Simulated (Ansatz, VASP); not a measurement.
# Two plane-wave programs on As

```
As
1.0
     2.94552    0.00000    0.00000
    -1.47276    2.55090    0.00000
     0.00000    0.00000    4.50138
As
2
Direct
  0.33333 0.66667 0.25000
  0.66667 0.33333 0.75000
```

Alike in both runs: task single point; functional PBEsol; k mesh 13 × 13 × 8; occupations fermi-dirac, width 0.1 eV; no spin polarisation.

|  | VASP | Ansatz |
| --- | --- | --- |
| version | VASP 6.6.1 | Ansatz 0.2.0 |
| potentials or method | VASP PAW PBE potentials, release 64 (As), cutoff 520 eV | plane waves (420 eV) with PAW, scalar-relativistic |
| valence electrons in the cell | 10 | 30 |

|  | VASP | Ansatz | Ansatz less VASP |
| --- | --- | --- | --- |
| pressure (GPa) | 9.5 | 9.1 | -0.38 |
| traceless stress, the component that is largest in VASP (GPa) | -0.16 | -0.18 | -0.022 |

VASP's potentials were made for PBE, not for PBEsol, and Ansatz warns of the same on its side. VASP's potentials hold 10 valence electrons a cell and Ansatz's 30, so a difference there can come from the potentials and not from the codes.
